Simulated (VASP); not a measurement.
# PbO2 (Fm-3m) in VASP: notebook, part 2 of 3

VASP 6.6.1.

### Step 3. Single point, LDA (volume scaled by 1.02)

File INCAR:

```
PREC = Accurate
ENCUT = 520
EDIFF = 1E-6
ISMEAR = -1
SIGMA = 0.05
LREAL = False
LASPH = True
NELM = 60
ALGO = Normal
ISIF = 2
LWAVE = False
LCHARG = False
GGA = CA
NBANDS = 20
```

File KPOINTS:

```
Automatic mesh
0
Gamma
  9 9 9
```

File POSCAR:

```
PbO2
1.0
    0.0000000000      2.7198865082      2.7198865082
    2.7198865082      0.0000000000      2.7198865082
    2.7198865082      2.7198865082      0.0000000000
Pb O
1 2
Direct
    0.0000000000      0.0000000000      0.0000000000
    0.7500000000      0.7500000000      0.7500000000
    0.2500000000      0.2500000000      0.2500000000
```

Potentials or basis: VASP PAW LDA potentials, release 64 (Pb_d, O).

The run is started by

```
> cat potpaw_LDA.64/Pb_d/POTCAR potpaw_LDA.64/O/POTCAR > POTCAR
> mpirun -np 1 vasp_std > vasp.out
```

Wall time 29 s (1 thread of Intel Xeon Platinum 8488C (Sapphire Rapids), shared host); peak memory 0.16 GiB.

The run converged. Its results:

```
Free energy            : -18.0096 eV
Pressure               : -12.1 GPa
Band gap on the k mesh : zero (band 13 reaches 5.03 eV, above the bottom of band 14 at 3.90 eV)
```

Levels at points of the mesh, in eV from the Fermi level:
| k point | band 10 | band 11 | band 12 | band 13 | band 14 | band 15 | band 16 | band 17 |
| --- | --- | --- | --- | --- | --- | --- | --- | --- |
| (0.00, 0.00, 0.00) | -1.95 | -1.95 | -1.18 | -1.18 | -1.18 | 6.70 | 6.70 | 6.70 |

Caveat: spin-orbit coupling is left out, which moves the levels of the heavy elements.

### Step 4. Single point, LDA (volume scaled by 1.06)

File INCAR:

```
PREC = Accurate
ENCUT = 520
EDIFF = 1E-6
ISMEAR = -1
SIGMA = 0.05
LREAL = F
LASPH = T
NELM = 100
ALGO = Normal
ISIF = 2
LWAVE = F
LCHARG = T
LELF = T
LVHAR = T
NBANDS = 20
```

File KPOINTS:

```
regular mesh
0
Gamma
  9 9 9
```

File POSCAR:

```
PbO2
1.0
    0.0000000000      2.7549856893      2.7549856893
    2.7549856893      0.0000000000      2.7549856893
    2.7549856893      2.7549856893      0.0000000000
Pb O
1 2
Direct
    0.0000000000      0.0000000000      0.0000000000
    0.7500000000      0.7500000000      0.7500000000
    0.2500000000      0.2500000000      0.2500000000
```

Potentials or basis: VASP PAW LDA potentials, release 64 (Pb_d, O).

The run is started by

```
> cat potpaw_LDA.64/Pb_d/POTCAR potpaw_LDA.64/O/POTCAR > POTCAR
> mpirun -np 1 vasp_std > vasp.out
```

OUTCAR:

```text
PREC = Accurate
   ENCUT = 520
   EDIFF = 1E-6
   ISMEAR = -1
   LREAL = F
   LASPH = T
   NELM = 100
   ISIF = 2

 ion  position               nearest neighbor table
   1  0.000  0.000  0.000-   2 2.39   3 2.39   2 2.39   2 2.39   2 2.39   3 2.39   3 2.39   3 2.39

   2  0.750  0.750  0.750-   1 2.39   1 2.39   1 2.39   1 2.39
   3  0.250  0.250  0.250-   1 2.39   1 2.39   1 2.39   1 2.39

  LATTYP: Found a face centered cubic cell.
 ALAT       =     5.5099713786

  Lattice vectors:

 A1 = (   0.0000000000,   2.7549856893,   2.7549856893)
 A2 = (   2.7549856893,   0.0000000000,   2.7549856893)
 A3 = (   2.7549856893,   2.7549856893,   0.0000000000)

Analysis of symmetry for initial positions (statically):
=====================================================================
 Subroutine PRICEL returns:
 Original cell was already a primitive cell.

 Routine SETGRP: Setting up the symmetry group for a
 face centered cubic supercell.

 Subroutine GETGRP returns: Found 48 space group operations
 (whereof 48 operations were pure point group operations)
 out of a pool of 48 trial point group operations.

The static configuration has the point symmetry O_h .

Analysis of symmetry for dynamics (positions and initial velocities):
=====================================================================
 Subroutine PRICEL returns:
 Original cell was already a primitive cell.

 Routine SETGRP: Setting up the symmetry group for a
 face centered cubic supercell.

 Subroutine GETGRP returns: Found 48 space group operations
 (whereof 48 operations were pure point group operations)
 out of a pool of 48 trial point group operations.

The dynamic configuration has the point symmetry O_h .

 Subroutine INISYM returns: Found 48 space group operations
 (whereof 48 operations are pure point group operations),
[... 106 lines left out ...]
   POTIM  = 0.5000    time-step for ionic-motion
   TEBEG  =    0.0;   TEEND  =   0.0 temperature during run
   PSTRESS=    0.0 pullay stress
   NELECT =      26.0000    total number of electrons
   NUPDOWN=      -1.0000    fix difference up-down
   EMIN   =  10.00;   EMAX   =-10.00  energy-range for DOS
   EFERMI =   0.00;   METHOD = LEGACY
   ISMEAR =    -1;   SIGMA  =   0.05  broadening in eV -4-tet -1-fermi 0-gaus
   EFERMI_NEDOS =   21; number of points for ismear=-14 and -15
   IALGO  =     38    algorithm
   IMIX   =      4    mixing-type and parameters
     AMIX     =   0.40;   BMIX     =  1.00
     AMIX_MAG =   1.60;   BMIX_MAG =  1.00
  volume/ion in A,a.u.               =      13.94        94.07
  Fermi-wavevector in a.u.,A,eV,Ry     =   1.397237  2.640394 26.562245  1.952270
  Thomas-Fermi vector in A             =   2.520513
   LORBIT       =      0    0 simple, 1 ext, 2 COOP (PROOUT), +10 PAW based schemes
   GGA     = CA    functional components
   LHFCALC =     F    Hartree Fock is set to
   AEXX    =    0.0000 exact exchange contribution
   IVDW    =     0    specifies the selected vdW correction
   LEPSILON=     F    determine dielectric tensor
   LRPA    =     F    only Hartree local field effects (RPA)
 non-spin polarized calculation
  energy-cutoff  :      520.00
  volume of cell :       41.82
 maximum number of plane-waves:      1147
 NGX is ok and might be reduce to    30
   NGX = 15   NGY = 15   NGZ = 15

 number of electron      25.9999991 magnetization

 Free energy of the ion-electron system (eV)
  ---------------------------------------------------
  ext. energy  EPLUGINS =         0.00000000
  ---------------------------------------------------
  free energy    TOTEN  =       -17.87403041 eV

  energy without entropy =      -17.86786020  energy(sigma->0) =      -17.87094530

 E-fermi :   4.6106     XC(G=0): -11.3698

 val. band max:        4.5566976729   @ k =  -0.3333   0.4444   0.2222
 cond. band min:       4.9334912237   @ k =  -0.1111   0.1111   0.0000
 fundamental gap:      0.3767935508
 Fermi energy:         4.6105825535

 k-point     1 :       0.0000    0.0000    0.0000
  band No.  band energies     occupation
      1     -13.2241      2.00000
      2     -10.9403      2.00000
      3     -10.9403      2.00000
      4     -10.9403      2.00000
      5     -10.7447      2.00000
      6     -10.7447      2.00000
[... 541 lines left out ...]
     19      20.4350      0.00000
     20      20.8353      0.00000

 [... further k-points ...]
[... 5 lines left out ...]
  --------------------------------------------------------------------------------------
  -------------------------------------------------------------------------------------
  Total       -4.1144413     -4.1144413     -4.1144413      0.0000000      0.0000000      0.0000000
  in kB     -157.6280173   -157.6280173   -157.6280173      0.0000000      0.0000000      0.0000000
  external PRESSURE =    -157.6280173 kB  Pullay stress =       0.0000000 kB

 VOLUME and BASIS-vectors are now :
 -----------------------------------------------------------------------------
  energy-cutoff  :      520.00
  volume of cell :       41.82
      direct lattice vectors                 reciprocal lattice vectors
     0.000000000  2.754985689  2.754985689    -0.181489146  0.181489146  0.181489146
     2.754985689  0.000000000  2.754985689     0.181489146 -0.181489146  0.181489146
     2.754985689  2.754985689  0.000000000     0.181489146  0.181489146 -0.181489146

 POSITION                                       TOTAL-FORCE (eV/Angst)
 -----------------------------------------------------------------------------------
      0.00000      0.00000      0.00000        -0.000000      0.000000     -0.000000
      4.13248      4.13248      4.13248         0.000000      0.000000      0.000000
      1.37749      1.37749      1.37749        -0.000000     -0.000000     -0.000000
 -----------------------------------------------------------------------------------
    total drift:                                0.000000     -0.000000      0.000000

  FREE ENERGIE OF THE ION-ELECTRON SYSTEM (eV)
  ---------------------------------------------------
  free  energy   TOTEN  =       -17.8740304052 eV

  energy  without entropy=      -17.8678602029  energy(sigma->0) =      -17.87094530
```

OSZICAR:

```text
N       E                     dE             d eps       ncg     rms          rms(c)
DAV:   1     0.256243430665E+03    0.25624E+03   -0.13616E+04  1424   0.156E+03
DAV:   2     0.329351058606E+01   -0.25295E+03   -0.24070E+03  1532   0.414E+02
DAV:   3    -0.196332396576E+02   -0.22927E+02   -0.22342E+02  1652   0.129E+02
DAV:   4    -0.203549839954E+02   -0.72174E+00   -0.71453E+00  1580   0.229E+01
DAV:   5    -0.203762532755E+02   -0.21269E-01   -0.21268E-01  1828   0.421E+00    0.887E+00
DAV:   6    -0.179749121213E+02    0.24013E+01   -0.10748E+01  2104   0.383E+01    0.316E+00
DAV:   7    -0.179059228773E+02    0.68989E-01   -0.61792E-01  1616   0.855E+00    0.163E+00
DAV:   8    -0.178854865758E+02    0.20436E-01   -0.23278E-01  1552   0.408E+00    0.882E-01
DAV:   9    -0.178740348838E+02    0.11452E-01   -0.32972E-02  1828   0.181E+00    0.177E-01
DAV:  10    -0.178740153784E+02    0.19505E-04   -0.34320E-03  1588   0.426E-01    0.287E-02
DAV:  11    -0.178740376817E+02   -0.22303E-04   -0.47379E-05  1732   0.668E-02    0.292E-02
DAV:  12    -0.178740302400E+02    0.74417E-05   -0.36652E-05  1652   0.467E-02    0.442E-03
DAV:  13    -0.178740304052E+02   -0.16522E-06   -0.94048E-07  1116   0.861E-03
   1 F= -.17874030E+02 E0= -.17870945E+02  d E =-.617020E-02
```

Wall time 32 s (1 thread of Intel Xeon Platinum 8488C (Sapphire Rapids), shared host); peak memory 0.16 GiB.

Results:

```yaml
Free_energy: -17.8740 eV
Pressure: -15.8 GPa
Band_gap_on_the_k_mesh: zero (band 13 reaches 4.56 eV, above the bottom of band 14 at 3.50 eV)
```

Caveat: spin-orbit coupling is left out, which moves the levels of the heavy elements.

[end of part 2 of 3]
